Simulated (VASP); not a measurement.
# Fe4Si (Fmmm) in VASP: further runs

Runs on Fe4Si. Level: PBEsol. Tasks: single point.

All numbers are computed with VASP 6.6.1; they aren't measurements. Logs are shortened: lines on timing, memory, paths and dates and some standing lists are left out, and cuts for length are marked.

## (1) The cell of the first run

Symmetry: Fmmm, No. 69, orthorhombic system. Conventional cell: a = 3.044 Å, b = 4.055 Å, c = 18.933 Å, α = 90.00°, β = 90.00°, γ = 90.00°. Within 3.1 Å of Fe (site symmetry mm2) lie 4 Si at 2.34 to 2.70 Å and 10 Fe at 2.49 to 3.04 Å. Fe (site symmetry mm2) has 14 Fe at 2.49 to 3.04 Å within 3.3 Å. Si (site symmetry mmm) has 8 Fe at 2.34 to 2.70 Å and 6 Si at 2.54 to 3.04 Å within 3.1 Å.

## (2) Single point, PBEsol, collinear spin, zero start

Input file INCAR:

```
SYSTEM = Fe4Si
ALGO = Normal
EDIFF = 1E-7
ENCUT = 520
GGA = PS
ISIF = 2
ISMEAR = -1
ISPIN = 2
LASPH = .TRUE.
LCHARG = .TRUE.
LELF = .TRUE.
LMAXMIX = 4
LORBIT = 11
LREAL = .FALSE.
LVHAR = .TRUE.
LWAVE = .FALSE.
MAGMOM = 0 0 0 0 0
NBANDS = 30
NELM = 150
NUPDOWN = 0.0
PREC = Accurate
SIGMA = 0.05
```

Input file KPOINTS:

```
k-points
0
G
  9 9 9
  0 0 0
```

Input file POSCAR:

```
Fe4Si
1.0
    0.0000000000      2.0276100000      9.4663410000
    1.5219040000      0.0000000000      9.4663410000
    1.5219040000      2.0276100000      0.0000000000
Fe Si
4 1
Direct
    0.5940690000      0.5940690000      0.4059310000
    0.1979710000      0.1979710000      0.8020290000
    0.8020290000      0.8020290000      0.1979710000
    0.4059310000      0.4059310000      0.5940690000
    0.0000000000      0.0000000000      0.0000000000
```

Potentials or basis: VASP PAW PBE potentials, release 64 (Fe, Si).

Launch:

```sh
> cat potpaw_PBE.64/Fe/POTCAR potpaw_PBE.64/Si/POTCAR > POTCAR
> mpirun -np 1 vasp_std > vasp.out
```

OUTCAR:

```text
SYSTEM = Fe4Si
   EDIFF = 1E-7
   ENCUT = 520
   GGA = PS
   ISIF = 2
   ISMEAR = -1
   ISPIN = 2
   LASPH = .TRUE.
   LORBIT = 11
   LREAL = .FALSE.
   NELM = 150
   NUPDOWN = 0.0
   PREC = Accurate

 ion  position               nearest neighbor table
   1  0.594  0.594  0.406-   5 2.34   5 2.34   2 2.49   2 2.49   5 2.70   5 2.70   2 2.83   2 2.83

   2  0.198  0.198  0.802-   1 2.49   1 2.49   3 2.49   3 2.49   1 2.83   1 2.83   3 2.83   3 2.83

   3  0.802  0.802  0.198-   4 2.49   4 2.49   2 2.49   2 2.49   4 2.83   4 2.83   2 2.83   2 2.83

   4  0.406  0.406  0.594-   5 2.34   5 2.34   3 2.49   3 2.49   5 2.70   5 2.70   3 2.83   3 2.83

   5  0.000  0.000  0.000-   1 2.34   1 2.34   4 2.34   4 2.34   4 2.70   1 2.70   1 2.70   4 2.70

  LATTYP: Found a face centered orthorhombic cell.
 ALAT       =     3.0438080000
 B/A-ratio  =     1.3322850850
 C/A-ratio  =     6.2200644719

  Lattice vectors:

 A1 = (   0.0000000000,   2.0276100000,   9.4663410000)
 A2 = (   1.5219040000,   0.0000000000,   9.4663410000)
 A3 = (   1.5219040000,   2.0276100000,   0.0000000000)

Analysis of symmetry for initial positions (statically):
=====================================================================
 Subroutine PRICEL returns:
 Original cell was already a primitive cell.

 Routine SETGRP: Setting up the symmetry group for a
 face centered orthorhombic supercell.

 Subroutine GETGRP returns: Found  8 space group operations
 (whereof  8 operations were pure point group operations)
 out of a pool of  8 trial point group operations.

The static configuration has the point symmetry D_2h.

Analysis of symmetry for dynamics (positions and initial velocities):
=====================================================================
 Subroutine PRICEL returns:
 Original cell was already a primitive cell.

 Routine SETGRP: Setting up the symmetry group for a
 face centered orthorhombic supercell.

 Subroutine GETGRP returns: Found  8 space group operations
 (whereof  8 operations were pure point group operations)
 out of a pool of  8 trial point group operations.

The dynamic configuration has the point symmetry D_2h.

Analysis of structural, dynamic, and magnetic symmetry:
=====================================================================
 Subroutine PRICEL returns:
 Original cell was already a primitive cell.

 Routine SETGRP: Setting up the symmetry group for a
 face centered orthorhombic supercell.

 Subroutine GETGRP returns: Found  8 space group operations
 (whereof  8 operations were pure point group operations)
 out of a pool of  8 trial point group operations.

The overall configuration has the point symmetry D_2h.

 Subroutine INISYM returns: Found  8 space group operations
 (whereof  8 operations are pure point group operations),
 and found     1 'primitive' translations

----------------------------------------------------------------------------------------

                                     Primitive cell

  volume of cell :      58.4230

  direct lattice vectors                    reciprocal lattice vectors
     0.000000000  2.027610000  9.466341000    -0.328535834  0.246595746  0.052818718
     1.521904000  0.000000000  9.466341000     0.328535834 -0.246595746  0.052818718
     1.521904000  2.027610000  0.000000000     0.328535834  0.246595746 -0.052818718

  length of vectors
     9.681054397  9.587898816  2.535230581     0.414167929  0.414167929  0.414167929

  position of ions in fractional coordinates (direct lattice)
     0.594069000  0.594069000  0.405931000
     0.197971000  0.197971000  0.802029000
     0.802029000  0.802029000  0.197971000
     0.405931000  0.405931000  0.594069000
     0.000000000  0.000000000  0.000000000

  ion indices of the primitive-cell ions
   primitive index   ion index
                 1           1
                 2           2
                 3           3
                 4           4
                 5           5

----------------------------------------------------------------------------------------

 KPOINTS: k-points

Automatic generation of k-mesh.
 Grid dimensions read from file:
 generate k-points for:    9    9    9

 Generating k-lattice:

  Cartesian coordinates                     Fractional coordinates (reciprocal lattice)
    -0.036503982  0.027399527  0.005868746     0.111111111  0.000000000 -0.000000000
     0.036503982 -0.027399527  0.005868746     0.000000000  0.111111111  0.000000000
     0.036503982  0.027399527 -0.005868746    -0.000000000 -0.000000000  0.111111111

  Length of vectors
     0.046018659  0.046018659  0.046018659

  Shift w.r.t. Gamma in fractional coordinates (k-lattice)
     0.000000000  0.000000000  0.000000000

 Subroutine IBZKPT returns following result:
 ===========================================

 Found    125 irreducible k-points:

 Following reciprocal coordinates:
            Coordinates               Weight
  0.000000  0.000000  0.000000      1.000000
  0.111111 -0.000000 -0.000000      8.000000
  0.222222  0.000000  0.000000      8.000000
  0.333333 -0.000000 -0.000000      8.000000
  0.444444  0.000000  0.000000      8.000000
  0.111111  0.111111  0.000000      2.000000
[... 16 lines left out ...]
 -0.333333  0.333333  0.000000      4.000000
  0.444444  0.444444  0.000000      2.000000
 [... further k-points ...]
   k-points           NKPTS =    125   k-points in BZ     NKDIM =    125   number of bands    NBANDS=     30
   number of dos      NEDOS =    301   number of ions     NIONS =      5
   total plane-waves  NPLWV = 103680
   dimension x,y,z NGX =    72 NGY =   72 NGZ =   20
   dimension x,y,z NGXF=   144 NGYF=  144 NGZF=   40
   ions per type =               4   1
   NGX,Y,Z   is equivalent  to a cutoff of  12.36, 12.48, 13.11 a.u.
   NGXF,Y,Z  is equivalent  to a cutoff of  24.73, 24.97, 26.23 a.u.
 SYSTEM =  Fe4Si
   PREC   = accura    normal or accurate (medium, high low for compatibility)
   ISTART =      0    job   : 0-new  1-cont  2-samecut
   ICHARG =      2    charge: 1-file 2-atom 10-const
   ISPIN  =      2    spin polarized calculation?
   LNONCOLLINEAR =      F non collinear calculations
   LSORBIT =      F    spin-orbit coupling
   LASPH  =      T    aspherical Exc in radial PAW
   ENCUT  =  520.0 eV  38.22 Ry    6.18 a.u.  18.00 17.83  4.71*2*pi/ulx,y,z
   NELM   =    150;   NELMIN=  2; NELMDL= -5     # of ELM steps
   EDIFF  = 0.1E-06   stopping-criterion for ELM
   LREAL  =      F    real-space projection
   EDIFFG = 0.1E-05   stopping-criterion for IOM
   NSW    =      0    number of steps for IOM
   IBRION =     -1    ionic relax: 0-MD 1-quasi-New 2-CG
   NFREE  =      0    steps in history (QN), initial steepest desc. (CG)
   ISIF   =      2    stress and relaxation
   ISYM   =      2    0-nonsym 1-usesym 2-fastsym
   POTIM  = 0.5000    time-step for ionic-motion
   TEBEG  =    0.0;   TEEND  =   0.0 temperature during run
   PSTRESS=    0.0 pullay stress
   NELECT =      36.0000    total number of electrons
   NUPDOWN=       0.0000    fix difference up-down
   EMIN   =  10.00;   EMAX   =-10.00  energy-range for DOS
   EFERMI =   0.00;   METHOD = LEGACY
   ISMEAR =    -1;   SIGMA  =   0.05  broadening in eV -4-tet -1-fermi 0-gaus
   EFERMI_NEDOS =   21; number of points for ismear=-14 and -15
   IALGO  =     38    algorithm
   IMIX   =      4    mixing-type and parameters
     AMIX     =   0.40;   BMIX     =  1.00
     AMIX_MAG =   1.60;   BMIX_MAG =  1.00
  volume/ion in A,a.u.               =      11.68        78.85
  Fermi-wavevector in a.u.,A,eV,Ry     =   1.393096  2.632570 26.405052  1.940717
  Thomas-Fermi vector in A             =   2.516775
   LORBIT       =     11    0 simple, 1 ext, 2 COOP (PROOUT), +10 PAW based schemes
   GGA     = PS    functional components
   LHFCALC =     F    Hartree Fock is set to
   AEXX    =    0.0000 exact exchange contribution
   IVDW    =     0    specifies the selected vdW correction
   LEPSILON=     F    determine dielectric tensor
   LRPA    =     F    only Hartree local field effects (RPA)
 spin polarized calculation
  energy-cutoff  :      520.00
  volume of cell :       58.42
 maximum number of plane-waves:      1601
   NGX = 35   NGY = 35   NGZ =  9

 number of electron      36.0000007 magnetization       0.0000000

 number of electron      36.0000007 magnetization      -0.0000000

 Free energy of the ion-electron system (eV)
  ---------------------------------------------------
  ext. energy  EPLUGINS =         0.00000000
  ---------------------------------------------------
  free energy    TOTEN  =       -39.96806028 eV

  energy without entropy =      -39.83811910  energy(sigma->0) =      -39.90308969

 E-fermi :   6.8772     XC(G=0): -12.9369

 val. band max:        6.8769765197   @ k =   0.0000   0.3333   0.3333
 cond. band min:       6.8787182683   @ k =  -0.3333   0.1111   0.2222
 fundamental gap:      0.0017417485
 Fermi energy:         6.8771959980

 spin component 1

 k-point     1 :       0.0000    0.0000    0.0000
  band No.  band energies     occupation
      1      -6.2833      1.00000
      2      -0.8427      1.00000
      3      -0.4282      1.00000
      4       2.3788      1.00000
      5       2.6904      1.00000
      6       4.2155      1.00000
[... 22 lines left out ...]
     29      16.6014      0.00000
     30      17.0361      0.00000

 k-point     2 :       0.1111   -0.0000   -0.0000
  band No.  band energies     occupation
      1      -5.9919      1.00000
      2      -0.5557      1.00000
      3      -0.0669      1.00000
      4       2.5748      1.00000
      5       2.9439      1.00000
      6       4.2688      1.00000
[... 22 lines left out ...]
     29      16.7832      0.00000
     30      19.2424      0.00000

 k-point     3 :       0.2222    0.0000    0.0000
  band No.  band energies     occupation
      1      -5.1302      1.00000
      2       0.2910      1.00000
      3       0.8923      1.00000
      4       3.0060      1.00000
      5       3.5171      1.00000
      6       4.1788      1.00000
[... 682 lines left out ...]
     29      15.3993      0.00000
     30      15.8367      0.00000

 k-point    24 :       0.4444    0.4444    0.0000
  band No.  band energies     occupation
      1      -6.2803      1.00000
      2      -1.2782      1.00000
      3       0.6360      1.00000
      4       1.3705      1.00000
      5       2.8695      1.00000
      6       4.1918      1.00000
[... 22 lines left out ...]
     29      17.0318      0.00000
     30      18.6823      0.00000

 [... further k-points ...]

 spin component 2

 k-point     1 :       0.0000    0.0000    0.0000
  band No.  band energies     occupation
      1      -6.2833      1.00000
      2      -0.8427      1.00000
      3      -0.4282      1.00000
      4       2.3788      1.00000
      5       2.6904      1.00000
      6       4.2155      1.00000
[... 22 lines left out ...]
     29      16.6014      0.00000
     30      17.0361      0.00000

 k-point     2 :       0.1111   -0.0000   -0.0000
  band No.  band energies     occupation
      1      -5.9919      1.00000
      2      -0.5557      1.00000
      3      -0.0669      1.00000
      4       2.5748      1.00000
      5       2.9439      1.00000
      6       4.2688      1.00000
[... 22 lines left out ...]
     29      16.7832      0.00000
     30      19.2424      0.00000

 k-point     3 :       0.2222    0.0000    0.0000
  band No.  band energies     occupation
      1      -5.1302      1.00000
      2       0.2910      1.00000
      3       0.8923      1.00000
      4       3.0060      1.00000
      5       3.5171      1.00000
      6       4.1788      1.00000
[... 682 lines left out ...]
     29      15.3993      0.00000
     30      15.8367      0.00000

 k-point    24 :       0.4444    0.4444    0.0000
  band No.  band energies     occupation
      1      -6.2803      1.00000
      2      -1.2782      1.00000
      3       0.6360      1.00000
      4       1.3705      1.00000
      5       2.8695      1.00000
      6       4.1918      1.00000
[... 22 lines left out ...]
     29      17.0318      0.00000
     30      18.6823      0.00000

 [... further k-points ...]
[... 5 lines left out ...]
  --------------------------------------------------------------------------------------
  -------------------------------------------------------------------------------------
  Total       -5.1936406    -10.4318123    -10.7405751      0.0000000      0.0000000      0.0000000
  in kB     -142.4290745   -286.0793598   -294.5467899      0.0000000      0.0000000      0.0000000
  external PRESSURE =    -241.0184081 kB  Pullay stress =       0.0000000 kB

 VOLUME and BASIS-vectors are now :
 -----------------------------------------------------------------------------
  energy-cutoff  :      520.00
  volume of cell :       58.42
      direct lattice vectors                 reciprocal lattice vectors
     0.000000000  2.027610000  9.466341000    -0.328535834  0.246595746  0.052818718
     1.521904000  0.000000000  9.466341000     0.328535834 -0.246595746  0.052818718
     1.521904000  2.027610000  0.000000000     0.328535834  0.246595746 -0.052818718

 POSITION                                       TOTAL-FORCE (eV/Angst)
 -----------------------------------------------------------------------------------
      1.52190      2.02761     11.24732         0.000000      0.000000      0.692186
      1.52190      2.02761      3.74812         0.000000      0.000000      0.101163
      1.52190      2.02761     15.18456         0.000000      0.000000     -0.101163
      1.52190      2.02761      7.68536         0.000000      0.000000     -0.692186
      0.00000      0.00000      0.00000         0.000000      0.000000      0.000000
 -----------------------------------------------------------------------------------
    total drift:                               -0.000000     -0.000000      0.000000

  FREE ENERGIE OF THE ION-ELECTRON SYSTEM (eV)
  ---------------------------------------------------
  free  energy   TOTEN  =       -39.9680602787 eV

  energy  without entropy=      -39.8381191040  energy(sigma->0) =      -39.90308969

 total charge

# of ion       s       p       d       tot
------------------------------------------
    1        0.450   0.529   6.385   7.364
    2        0.451   0.474   6.206   7.131
    3        0.451   0.474   6.206   7.131
    4        0.450   0.529   6.385   7.364
    5        0.735   0.883   0.000   1.617
--------------------------------------------------
tot          2.538   2.888  25.183  30.609

 magnetization (x)

# of ion       s       p       d       tot
------------------------------------------
    1       -0.000  -0.000  -0.000  -0.000
    2        0.000   0.000   0.000   0.000
    3        0.000   0.000   0.000   0.000
    4       -0.000  -0.000  -0.000  -0.000
    5       -0.000  -0.000   0.000  -0.000
--------------------------------------------------
tot          0.000   0.000   0.000   0.000
```

Wall time 30 min (1 thread of AMD EPYC 7R13 (Zen 3), shared host); peak memory 0.56 GiB.

What came out:

* Free energy: -39.9681 eV
* Pressure: -24.1 GPa
* Largest force: 0.692 eV/Å
* Net moment: 0.00 μB per cell
* Valence electrons inside the program's atomic spheres: Fe 7.36, 7.13 (each value once); Si 1.62

Forces on the atoms (eV/Å):
```
Fe   0.000  0.000  0.692
Fe   0.000  0.000  0.101
Fe   0.000  0.000 -0.101
Fe   0.000  0.000 -0.692
Si   0.000  0.000  0.000
```

Stress tensor (GPa, compression positive):
```
-14.24   0.00   0.00
  0.00 -28.61   0.00
  0.00   0.00 -29.45
```

Caveat: the stress differs along the axes, from -29 to -14 GPa; the PAW data sets were made with another functional, which shifts forces and pressure a little; the total moment is fixed, so each spin has its own Fermi level.

(Part 1 of 2 ends here.)
